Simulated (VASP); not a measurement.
# LuSeBr (P-6m2) in VASP: notebook, part 2 of 2

VASP 6.6.1.

**4. Single point, PBE**

INCAR

```
PREC     = Accurate       # precision mode
ENCUT    = 520            # plane-wave cutoff, eV
EDIFF    = 1E-6           # SCF threshold, eV
ISMEAR   = 0              # smearing method
SIGMA    = 0.01           # smearing width, eV
LREAL    = F              # projectors in reciprocal space
LASPH    = T              # aspherical terms in the spheres
NELM     = 100            # most SCF steps
ALGO     = Normal         # electronic algorithm
ISIF     = 2              # what is computed and relaxed
LWAVE    = F              # write WAVECAR
LCHARG   = F              # write CHGCAR
GGA      = PE             # functional
NBANDS   = 26             # bands
```

KPOINTS

```
regular mesh
0
Gamma
  12 12 10
```

POSCAR

```
LuSeBr
1.0
    4.6934157760      0.0000000000      0.0000000000
   -2.3467078880      4.0646172925      0.0000000000
    0.0000000000      0.0000000000      3.9123626835
Lu Se Br
1 1 1
Direct
    0.6666666667      0.3333333333      0.5000000000
    0.0000000000      0.0000000000      0.0000000000
    0.3333333333      0.6666666667      0.5000000000
```

Potentials or basis: VASP PAW PBE potentials, release 64 (Lu, Se, Br).

Run with:

```console
$ cat potpaw_PBE.64/Lu/POTCAR potpaw_PBE.64/Se/POTCAR potpaw_PBE.64/Br/POTCAR > POTCAR
$ mpirun -np 1 vasp_std > vasp.out
```

OUTCAR:

```text
PREC = Accurate
   ENCUT = 520
   EDIFF = 1E-6
   ISMEAR = 0
   LREAL = F
   LASPH = T
   NELM = 100
   ISIF = 2
   GGA = PE

 ion  position               nearest neighbor table
   1  0.667  0.333  0.500-   3 2.71   3 2.71   3 2.71
   2  0.000  0.000  0.000-
   3  0.333  0.667  0.500-   1 2.71   1 2.71   1 2.71

  LATTYP: Found a hexagonal cell.
 ALAT       =     4.6934157760
 C/A-ratio  =     0.8335853609

  Lattice vectors:

 A1 = (   4.6934157760,   0.0000000000,   0.0000000000)
 A2 = (  -2.3467078880,   4.0646172925,   0.0000000000)
 A3 = (   0.0000000000,   0.0000000000,   3.9123626835)

Analysis of symmetry for initial positions (statically):
=====================================================================
 Subroutine PRICEL returns:
 Original cell was already a primitive cell.

 Routine SETGRP: Setting up the symmetry group for a
 hexagonal supercell.

 Subroutine GETGRP returns: Found 12 space group operations
 (whereof 12 operations were pure point group operations)
 out of a pool of 24 trial point group operations.

The static configuration has the point symmetry D_3h.

Analysis of symmetry for dynamics (positions and initial velocities):
=====================================================================
 Subroutine PRICEL returns:
 Original cell was already a primitive cell.

 Routine SETGRP: Setting up the symmetry group for a
 hexagonal supercell.

 Subroutine GETGRP returns: Found 12 space group operations
 (whereof 12 operations were pure point group operations)
 out of a pool of 24 trial point group operations.

The dynamic configuration has the point symmetry D_3h.

 Subroutine INISYM returns: Found 12 space group operations
 (whereof 12 operations are pure point group operations),
 and found     1 'primitive' translations

----------------------------------------------------------------------------------------

                                     Primitive cell

  volume of cell :      74.6359

  direct lattice vectors                    reciprocal lattice vectors
     4.693415776  0.000000000  0.000000000     0.213064439  0.123012811  0.000000000
    -2.346707888  4.064617293  0.000000000     0.000000000  0.246025623  0.000000000
     0.000000000  0.000000000  3.912362684     0.000000000  0.000000000  0.255600025

  length of vectors
     4.693415776  4.693415776  3.912362684     0.246025623  0.246025623  0.255600025

  position of ions in fractional coordinates (direct lattice)
     0.666666667  0.333333333  0.500000000
     0.000000000  0.000000000  0.000000000
     0.333333333  0.666666667  0.500000000

  ion indices of the primitive-cell ions
   primitive index   ion index
                 1           1
                 2           2
                 3           3

----------------------------------------------------------------------------------------

 KPOINTS: regular mesh

Automatic generation of k-mesh.
 Grid dimensions read from file:
 generate k-points for:   12   12   10

 Generating k-lattice:

  Cartesian coordinates                     Fractional coordinates (reciprocal lattice)
     0.017755370  0.010251068  0.000000000     0.083333333  0.000000000  0.000000000
     0.000000000  0.020502135  0.000000000     0.000000000  0.083333333  0.000000000
     0.000000000  0.000000000  0.025560003     0.000000000  0.000000000  0.100000000

  Length of vectors
     0.020502135  0.020502135  0.025560003

  Shift w.r.t. Gamma in fractional coordinates (k-lattice)
     0.000000000  0.000000000  0.000000000

 Subroutine IBZKPT returns following result:
 ===========================================

 Found    114 irreducible k-points:

 Following reciprocal coordinates:
            Coordinates               Weight
  0.000000  0.000000  0.000000      1.000000
  0.083333  0.000000  0.000000      6.000000
  0.166667  0.000000  0.000000      6.000000
  0.250000  0.000000  0.000000      6.000000
  0.333333  0.000000  0.000000      6.000000
  0.416667  0.000000  0.000000      6.000000
[... 16 lines left out ...]
  0.250000  0.000000  0.100000     12.000000
  0.333333  0.000000  0.100000     12.000000
 [... further k-points ...]
   k-points           NKPTS =    114   k-points in BZ     NKDIM =    114   number of bands    NBANDS=     26
   number of dos      NEDOS =    301   number of ions     NIONS =      3
   total plane-waves  NPLWV =  38880
   dimension x,y,z NGX =    36 NGY =   36 NGZ =   30
   dimension x,y,z NGXF=    72 NGYF=   72 NGZF=   60
   ions per type =               1   1   1
   NGX,Y,Z   is equivalent  to a cutoff of  12.75, 12.75, 12.75 a.u.
   NGXF,Y,Z  is equivalent  to a cutoff of  25.50, 25.50, 25.50 a.u.
 SYSTEM =  unknown system
   PREC   = accura    normal or accurate (medium, high low for compatibility)
   ISTART =      0    job   : 0-new  1-cont  2-samecut
   ICHARG =      2    charge: 1-file 2-atom 10-const
   ISPIN  =      1    spin polarized calculation?
   LNONCOLLINEAR =      F non collinear calculations
   LSORBIT =      F    spin-orbit coupling
   LASPH  =      T    aspherical Exc in radial PAW
   ENCUT  =  520.0 eV  38.22 Ry    6.18 a.u.   8.73  8.73  7.27*2*pi/ulx,y,z
   NELM   =    100;   NELMIN=  2; NELMDL= -5     # of ELM steps
   EDIFF  = 0.1E-05   stopping-criterion for ELM
   LREAL  =      F    real-space projection
   EDIFFG = 0.1E-04   stopping-criterion for IOM
   NSW    =      0    number of steps for IOM
   IBRION =     -1    ionic relax: 0-MD 1-quasi-New 2-CG
   NFREE  =      0    steps in history (QN), initial steepest desc. (CG)
   ISIF   =      2    stress and relaxation
   ISYM   =      2    0-nonsym 1-usesym 2-fastsym
   POTIM  = 0.5000    time-step for ionic-motion
   TEBEG  =    0.0;   TEEND  =   0.0 temperature during run
   PSTRESS=    0.0 pullay stress
   NELECT =      38.0000    total number of electrons
   NUPDOWN=      -1.0000    fix difference up-down
   EMIN   =  10.00;   EMAX   =-10.00  energy-range for DOS
   EFERMI =   0.00;   METHOD = LEGACY
   ISMEAR =     0;   SIGMA  =   0.01  broadening in eV -4-tet -1-fermi 0-gaus
   EFERMI_NEDOS =   21; number of points for ismear=-14 and -15
   IALGO  =     38    algorithm
   IMIX   =      4    mixing-type and parameters
     AMIX     =   0.40;   BMIX     =  1.00
     AMIX_MAG =   1.60;   BMIX_MAG =  1.00
  volume/ion in A,a.u.               =      24.88       167.89
  Fermi-wavevector in a.u.,A,eV,Ry     =   1.307234  2.470315 23.250472  1.708861
  Thomas-Fermi vector in A             =   2.437983
   LORBIT       =      0    0 simple, 1 ext, 2 COOP (PROOUT), +10 PAW based schemes
   GGA     = PE    functional components
   LHFCALC =     F    Hartree Fock is set to
   AEXX    =    0.0000 exact exchange contribution
   IVDW    =     0    specifies the selected vdW correction
   LEPSILON=     F    determine dielectric tensor
   LRPA    =     F    only Hartree local field effects (RPA)
 non-spin polarized calculation
 Gauss-broadening in eV      SIGMA  =   0.01
  energy-cutoff  :      520.00
  volume of cell :       74.64
 maximum number of plane-waves:      2036
 NGX is ok and might be reduce to    36
   NGX = 17   NGY = 17   NGZ = 15

 number of electron      37.9999994 magnetization

 Free energy of the ion-electron system (eV)
  ---------------------------------------------------
  ext. energy  EPLUGINS =         0.00000000
  ---------------------------------------------------
  free energy    TOTEN  =       -13.24493587 eV

  energy without entropy =      -13.24493343  energy(sigma->0) =      -13.24493465

 E-fermi :   3.7189     XC(G=0): -10.0970

 val. band max:        3.7018619144   @ k =   0.0833   0.0000   0.0000
 cond. band min:       3.7327904334   @ k =   0.0000   0.0000   0.1000
 fundamental gap:      0.0309285190
 Fermi energy:         3.7188552414

 k-point     1 :       0.0000    0.0000    0.0000
  band No.  band energies     occupation
      1     -53.5145      2.00000
      2     -24.1516      2.00000
      3     -24.1516      2.00000
      4     -24.1475      2.00000
      5     -12.8629      2.00000
      6      -8.2221      2.00000
[... 18 lines left out ...]
     25       8.9766      0.00000
     26      10.5488      0.00000

 k-point     2 :       0.0833    0.0000    0.0000
  band No.  band energies     occupation
      1     -53.5145      2.00000
      2     -24.1543      2.00000
      3     -24.1521      2.00000
      4     -24.1474      2.00000
      5     -12.8404      2.00000
      6      -8.2438      2.00000
[... 630 lines left out ...]
 k-point    24 :       0.3333    0.0000    0.1000
  band No.  band energies     occupation
      1     -53.5142      2.00000
      2     -24.1802      2.00000
      3     -24.1560      2.00000
      4     -24.1524      2.00000
      5     -12.5886      2.00000
      6      -8.4132      2.00000
[... 18 lines left out ...]
     25       8.3628      0.00000
     26      10.3901      0.00000

 [... further k-points ...]
[... 5 lines left out ...]
  --------------------------------------------------------------------------------------
  -------------------------------------------------------------------------------------
  Total        0.0888021      0.0888021     -0.0162113      0.0000000      0.0000000      0.0000000
  in kB        1.9062764      1.9062764     -0.3480003      0.0000000      0.0000000      0.0000000
  external PRESSURE =       1.1548508 kB  Pullay stress =       0.0000000 kB

 VOLUME and BASIS-vectors are now :
 -----------------------------------------------------------------------------
  energy-cutoff  :      520.00
  volume of cell :       74.64
      direct lattice vectors                 reciprocal lattice vectors
     4.693415776  0.000000000  0.000000000     0.213064439  0.123012811  0.000000000
    -2.346707888  4.064617293  0.000000000     0.000000000  0.246025623  0.000000000
     0.000000000  0.000000000  3.912362684     0.000000000  0.000000000  0.255600025

 POSITION                                       TOTAL-FORCE (eV/Angst)
 -----------------------------------------------------------------------------------
      2.34671      1.35487      1.95618        -0.000000     -0.000000      0.000000
      0.00000      0.00000      0.00000         0.000000      0.000000      0.000000
     -0.00000      2.70974      1.95618         0.000000      0.000000      0.000000
 -----------------------------------------------------------------------------------
    total drift:                               -0.000001      0.000001      0.000000

  FREE ENERGIE OF THE ION-ELECTRON SYSTEM (eV)
  ---------------------------------------------------
  free  energy   TOTEN  =       -13.2449358672 eV

  energy  without entropy=      -13.2449334338  energy(sigma->0) =      -13.24493465
```

Wall time 2 min (1 thread of AMD EPYC 9R45 (Zen 5), shared host); peak memory 0.35 GiB.

What came out:

```
Free energy            : -13.2449 eV
Pressure               : 0.1 GPa
Band gap on the k mesh : 0.03 eV (least direct gap 0.08 eV)
```

Levels at points of the mesh, in eV from the valence-band top:
```
           k point  band 16  band 17  band 18  band 19  band 20  band 21  band 22  band 23
(0.00, 0.00, 0.00)    -3.64    -1.33    -1.33    -0.31     0.14     2.26     2.87     2.87
(0.50, 0.00, 0.00)    -3.51    -2.64    -1.32    -0.89     1.31     2.05     2.50     3.80
(0.00, 0.00, 0.50)    -4.08    -3.14    -1.73    -1.73     1.68     1.68     4.05     4.05
(0.50, 0.00, 0.50)    -4.52    -2.46    -2.02    -1.22     2.52     2.80     3.46     3.65
```

Caveat: semilocal functionals underestimate gaps, and a narrow one can read as zero; spin-orbit coupling is left out, which moves the levels of the heavy elements. A k mesh can miss the band edges.

**5. Overview**

```tsv
task	cell	k mesh	cutoff (eV)	smearing	gap on the mesh (eV)	pressure (GPa)
single point	a = 4.693, b = 4.693, c = 3.912 Å, angles 90.0, 90.0, 120.0°, 3 atoms	12 × 12 × 8	520	gaussian 0.1 eV	0.08	0.1
relaxation of cell and atoms	relaxed from a = 4.524, b = 4.524, c = 5.532 Å, angles 90.0, 90.0, 120.0°, 3 atoms	12 × 12 × 8	600	gaussian 0.1 eV	0.10	0.0
single point	a = 4.693, b = 4.693, c = 3.912 Å, angles 90.0, 90.0, 120.0°, 3 atoms	12 × 12 × 10	520	gaussian 0.01 eV	0.03	0.1
```

Alike in all rows: level PBE; potentials or basis VASP PAW PBE potentials, release 64 (Lu, Se, Br); no spin polarisation.

Caveats: semilocal functionals underestimate gaps, and a narrow one can read as zero; spin-orbit coupling is left out, which moves the levels of the heavy elements.

Total energies depend on the potentials used, so only differences within one code and one set of settings carry meaning.
